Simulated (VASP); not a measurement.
# CaC2 (R-3m) in VASP: single point with LDA

Aim: the single point of CaC2 with LDA.

Everything below comes from runs of VASP 6.6.1. Logs are shortened: lines on timing, memory, paths and dates and some standing lists are left out, and cuts for length are marked.

## 1. The cell of the first run

The structure is trigonal, space group R-3m (No. 166). Conventional cell: a = 3.889 Å, b = 3.889 Å, c = 11.862 Å, α = 90.00°, β = 90.00°, γ = 120.00°. Within 3.5 Å of Ca (site symmetry -3m) lie 12 C at 2.62 to 3.44 Å. C (site symmetry 3m) has 1 C at 1.26 Å within 1.7 Å.

## 2. Single point, LDA

Contents of INCAR:

```
  PREC = Accurate
  ENCUT = 1300
  EDIFF = 1E-6
  ISMEAR = 0
  SIGMA = 0.05
  LREAL = False
  LASPH = True
  NELM = 120
  ALGO = Normal
  ISIF = 2
  LWAVE = False
  LCHARG = False
  GGA = CA
  NBANDS = 16
  GGA_COMPAT = False
```

Contents of KPOINTS:

```
Automatic mesh
0
Gamma
  9 9 9
```

Contents of POSCAR:

```
CaC2
1.0
    1.9443979843      1.1225986996      3.9538747767
   -1.9443979843      1.1225986996      3.9538747767
    0.0000000000     -2.2451973993      3.9538747767
Ca C
1 2
Direct
    0.0000000000      0.0000000000      0.0000000000
    0.5529150000      0.5529150000      0.5529150000
    0.4470850000      0.4470850000      0.4470850000
```

Potentials or basis: VASP PAW LDA potentials, release 64 (Ca_sv, C_h).

Command:

```console
$ cat potpaw_LDA.64/Ca_sv/POTCAR potpaw_LDA.64/C_h/POTCAR > POTCAR
$ mpirun -np 1 vasp_std > vasp.out
```

OUTCAR:

```text
PREC = Accurate
   ENCUT = 1300
   EDIFF = 1E-6
   ISMEAR = 0
   LREAL = False
   LASPH = True
   NELM = 120
   ISIF = 2
   GGA = CA

 ion  position               nearest neighbor table
   1  0.000  0.000  0.000-
   2  0.553  0.553  0.553-   3 1.26
   3  0.447  0.447  0.447-   2 1.26

  LATTYP: Found a trigonal (rhomboedric) cell.
 ALAT       =     4.5468711343
 COS(alpha) =     0.6342578374

  Lattice vectors:

 A1 = (   1.9443979843,   1.1225986996,   3.9538747767)
 A2 = (  -1.9443979843,   1.1225986996,   3.9538747767)
 A3 = (   0.0000000000,  -2.2451973993,   3.9538747767)

Analysis of symmetry for initial positions (statically):
=====================================================================
 Subroutine PRICEL returns:
 Original cell was already a primitive cell.

 Routine SETGRP: Setting up the symmetry group for a
 trigonal (rhombohedral) supercell.

 Subroutine GETGRP returns: Found 12 space group operations
 (whereof 12 operations were pure point group operations)
 out of a pool of 12 trial point group operations.

The static configuration has the point symmetry D_3d.

Analysis of symmetry for dynamics (positions and initial velocities):
=====================================================================
 Subroutine PRICEL returns:
 Original cell was already a primitive cell.

 Routine SETGRP: Setting up the symmetry group for a
 trigonal (rhombohedral) supercell.

 Subroutine GETGRP returns: Found 12 space group operations
 (whereof 12 operations were pure point group operations)
 out of a pool of 12 trial point group operations.

The dynamic configuration has the point symmetry D_3d.

 Subroutine INISYM returns: Found 12 space group operations
 (whereof 12 operations are pure point group operations),
 and found     1 'primitive' translations

----------------------------------------------------------------------------------------

                                     Primitive cell

  volume of cell :      51.7826

  direct lattice vectors                    reciprocal lattice vectors
     1.944397984  1.122598700  3.953874777     0.257149001  0.148465045  0.084305486
    -1.944397984  1.122598700  3.953874777    -0.257149001  0.148465045  0.084305486
     0.000000000 -2.245197399  3.953874777     0.000000000 -0.296930090  0.084305486

  length of vectors
     4.546871134  4.546871134  4.546871134     0.308666314  0.308666314  0.308666314

  position of ions in fractional coordinates (direct lattice)
     0.000000000  0.000000000  0.000000000
     0.552915000  0.552915000  0.552915000
     0.447085000  0.447085000  0.447085000

  ion indices of the primitive-cell ions
   primitive index   ion index
                 1           1
                 2           2
                 3           3

----------------------------------------------------------------------------------------

 KPOINTS: Automatic mesh

Automatic generation of k-mesh.
 Grid dimensions read from file:
 generate k-points for:    9    9    9

 Generating k-lattice:

  Cartesian coordinates                     Fractional coordinates (reciprocal lattice)
     0.028572111  0.016496116  0.009367276     0.111111111  0.000000000  0.000000000
    -0.028572111  0.016496116  0.009367276     0.000000000  0.111111111  0.000000000
     0.000000000 -0.032992232  0.009367276    -0.000000000 -0.000000000  0.111111111

  Length of vectors
     0.034296257  0.034296257  0.034296257

  Shift w.r.t. Gamma in fractional coordinates (k-lattice)
     0.000000000  0.000000000  0.000000000

 Subroutine IBZKPT returns following result:
 ===========================================

 Found     85 irreducible k-points:

 Following reciprocal coordinates:
            Coordinates               Weight
  0.000000  0.000000  0.000000      1.000000
  0.111111  0.000000 -0.000000      6.000000
  0.222222  0.000000  0.000000      6.000000
  0.333333 -0.000000 -0.000000      6.000000
  0.444444  0.000000  0.000000      6.000000
  0.111111  0.111111 -0.000000      6.000000
[... 16 lines left out ...]
 -0.333333  0.333333  0.000000      6.000000
  0.444444  0.444444  0.000000      6.000000
 [... further k-points ...]
   k-points           NKPTS =     85   k-points in BZ     NKDIM =     85   number of bands    NBANDS=     16
   number of dos      NEDOS =    301   number of ions     NIONS =      3
   total plane-waves  NPLWV = 157464
   dimension x,y,z NGX =    54 NGY =   54 NGZ =   54
   dimension x,y,z NGXF=   108 NGYF=  108 NGZF=  108
   ions per type =               1   2
   NGX,Y,Z   is equivalent  to a cutoff of  19.74, 19.74, 19.74 a.u.
   NGXF,Y,Z  is equivalent  to a cutoff of  39.49, 39.49, 39.49 a.u.
 SYSTEM =  unknown system
   PREC   = accura    normal or accurate (medium, high low for compatibility)
   ISTART =      0    job   : 0-new  1-cont  2-samecut
   ICHARG =      2    charge: 1-file 2-atom 10-const
   ISPIN  =      1    spin polarized calculation?
   LNONCOLLINEAR =      F non collinear calculations
   LSORBIT =      F    spin-orbit coupling
   LASPH  =      T    aspherical Exc in radial PAW
   ENCUT  = 1300.0 eV  95.55 Ry    9.77 a.u.  13.37 13.37 13.37*2*pi/ulx,y,z
   NELM   =    120;   NELMIN=  2; NELMDL= -5     # of ELM steps
   EDIFF  = 0.1E-05   stopping-criterion for ELM
   LREAL  =      F    real-space projection
   EDIFFG = 0.1E-04   stopping-criterion for IOM
   NSW    =      0    number of steps for IOM
   IBRION =     -1    ionic relax: 0-MD 1-quasi-New 2-CG
   NFREE  =      0    steps in history (QN), initial steepest desc. (CG)
   ISIF   =      2    stress and relaxation
   ISYM   =      2    0-nonsym 1-usesym 2-fastsym
   POTIM  = 0.5000    time-step for ionic-motion
   TEBEG  =    0.0;   TEEND  =   0.0 temperature during run
   PSTRESS=    0.0 pullay stress
   NELECT =      18.0000    total number of electrons
   NUPDOWN=      -1.0000    fix difference up-down
   EMIN   =  10.00;   EMAX   =-10.00  energy-range for DOS
   EFERMI =   0.00;   METHOD = LEGACY
   ISMEAR =     0;   SIGMA  =   0.05  broadening in eV -4-tet -1-fermi 0-gaus
   EFERMI_NEDOS =   21; number of points for ismear=-14 and -15
   IALGO  =     38    algorithm
   IMIX   =      4    mixing-type and parameters
     AMIX     =   0.40;   BMIX     =  1.00
     AMIX_MAG =   1.60;   BMIX_MAG =  1.00
  volume/ion in A,a.u.               =      17.26       116.48
  Fermi-wavevector in a.u.,A,eV,Ry     =   1.151077  2.175220 18.027424  1.324978
  Thomas-Fermi vector in A             =   2.287737
   LORBIT       =      0    0 simple, 1 ext, 2 COOP (PROOUT), +10 PAW based schemes
   GGA     = CA    functional components
   LHFCALC =     F    Hartree Fock is set to
   AEXX    =    0.0000 exact exchange contribution
   IVDW    =     0    specifies the selected vdW correction
   LEPSILON=     F    determine dielectric tensor
   LRPA    =     F    only Hartree local field effects (RPA)
 non-spin polarized calculation
 Gauss-broadening in eV      SIGMA  =   0.05
  energy-cutoff  :     1300.00
  volume of cell :       51.78
 maximum number of plane-waves:      5552
 NGX is ok and might be reduce to    54
   NGX = 27   NGY = 27   NGZ = 27

 number of electron      18.0000000 magnetization

 Free energy of the ion-electron system (eV)
  ---------------------------------------------------
  ext. energy  EPLUGINS =         0.00000000
  ---------------------------------------------------
  free energy    TOTEN  =       -21.99773835 eV

  energy without entropy =      -21.99773835  energy(sigma->0) =      -21.99773835

 E-fermi :   1.3245     XC(G=0):  -9.4554

 val. band max:        0.9962908794   @ k =   0.4444   0.4444   0.4444
 cond. band min:       3.6447767744   @ k =   0.4444   0.4444   0.0000
 fundamental gap:      2.6484858950
 Fermi energy:         1.3244581207

 k-point     1 :       0.0000    0.0000    0.0000
  band No.  band energies     occupation
      1     -37.5817      2.00000
      2     -18.9448      2.00000
      3     -18.8105      2.00000
      4     -18.8105      2.00000
      5     -11.3008      2.00000
      6      -1.7565      2.00000
[... 8 lines left out ...]
     15       9.4844      0.00000
     16      11.2060      0.00000

 k-point     2 :       0.1111    0.0000   -0.0000
  band No.  band energies     occupation
      1     -37.5802      2.00000
      2     -18.9434      2.00000
      3     -18.8310      2.00000
      4     -18.8141      2.00000
      5     -11.2558      2.00000
      6      -2.0038      2.00000
[... 8 lines left out ...]
     15       9.4728      0.00000
     16      10.8544      0.00000

 k-point     3 :       0.2222    0.0000    0.0000
  band No.  band energies     occupation
      1     -37.5763      2.00000
      2     -18.9407      2.00000
      3     -18.8814      2.00000
      4     -18.8235      2.00000
      5     -11.1409      2.00000
      6      -2.3176      2.00000
[... 8 lines left out ...]
     15       9.3772      0.00000
     16      10.2201      0.00000

 k-point     4 :       0.3333   -0.0000   -0.0000
  band No.  band energies     occupation
      1     -37.5718      2.00000
      2     -18.9517      2.00000
      3     -18.9236      2.00000
      4     -18.8341      2.00000
      5     -11.0081      2.00000
      6      -2.5942      2.00000
[... 8 lines left out ...]
     15       8.9956      0.00000
     16       9.3020      0.00000
[... 324 lines left out ...]
 k-point    22 :      -0.4444    0.3333    0.0000
  band No.  band energies     occupation
      1     -37.5672      2.00000
      2     -18.9483      2.00000
      3     -18.9336      2.00000
      4     -18.8892      2.00000
      5     -10.9611      2.00000
      6      -2.5579      2.00000
[... 8 lines left out ...]
     15       9.2546      0.00000
     16       9.9221      0.00000

 k-point    23 :      -0.3333    0.3333    0.0000
  band No.  band energies     occupation
      1     -37.5667      2.00000
      2     -18.9371      2.00000
      3     -18.9278      2.00000
      4     -18.9142      2.00000
      5     -10.9317      2.00000
      6      -2.5112      2.00000
[... 8 lines left out ...]
     15       9.2756      0.00000
     16       9.5483      0.00000

 k-point    24 :       0.4444    0.4444    0.0000
  band No.  band energies     occupation
      1     -37.5683      2.00000
      2     -18.9626      2.00000
      3     -18.9442      2.00000
      4     -18.8488      2.00000
      5     -11.0103      2.00000
      6      -2.5673      2.00000
[... 8 lines left out ...]
     15       9.3666      0.00000
     16      10.0866      0.00000

 [... further k-points ...]
[... 5 lines left out ...]
  --------------------------------------------------------------------------------------
  -------------------------------------------------------------------------------------
  Total       -1.4795875     -1.4795875     -1.9323881      0.0000000      0.0000000      0.0000000
  in kB      -45.7791137    -45.7791137    -59.7889713      0.0000000      0.0000000      0.0000000
  external PRESSURE =     -50.4490663 kB  Pullay stress =       0.0000000 kB

 VOLUME and BASIS-vectors are now :
 -----------------------------------------------------------------------------
  energy-cutoff  :     1300.00
  volume of cell :       51.78
      direct lattice vectors                 reciprocal lattice vectors
     1.944397984  1.122598700  3.953874777     0.257149001  0.148465045  0.084305486
    -1.944397984  1.122598700  3.953874777    -0.257149001  0.148465045  0.084305486
     0.000000000 -2.245197399  3.953874777     0.000000000 -0.296930090  0.084305486

 POSITION                                       TOTAL-FORCE (eV/Angst)
 -----------------------------------------------------------------------------------
      0.00000      0.00000      0.00000         0.000000      0.000000     -0.000000
      0.00000     -0.00000      6.55847        -0.000000      0.000000     -0.354316
      0.00000     -0.00000      5.30315        -0.000000     -0.000000      0.354316
 -----------------------------------------------------------------------------------
    total drift:                                0.000000     -0.000000     -0.000000

  FREE ENERGIE OF THE ION-ELECTRON SYSTEM (eV)
  ---------------------------------------------------
  free  energy   TOTEN  =       -21.9977383499 eV

  energy  without entropy=      -21.9977383499  energy(sigma->0) =      -21.99773835
```

Wall time 2.7 min (1 thread of AMD EPYC 9R45 (Zen 5), shared host); peak memory 0.48 GiB.

Results:

- Free energy: -21.9977 eV
- Pressure: -5.0 GPa
- Largest force: 0.354 eV/Å
- Band gap on the k mesh: 2.65 eV (least direct gap 3.75 eV)

Forces in eV/Å, atoms in the order of the input:
```
Ca   0.000  0.000  0.000
C    0.000  0.000 -0.354
C    0.000  0.000  0.354
```

Caveat: the cell stands under tension.
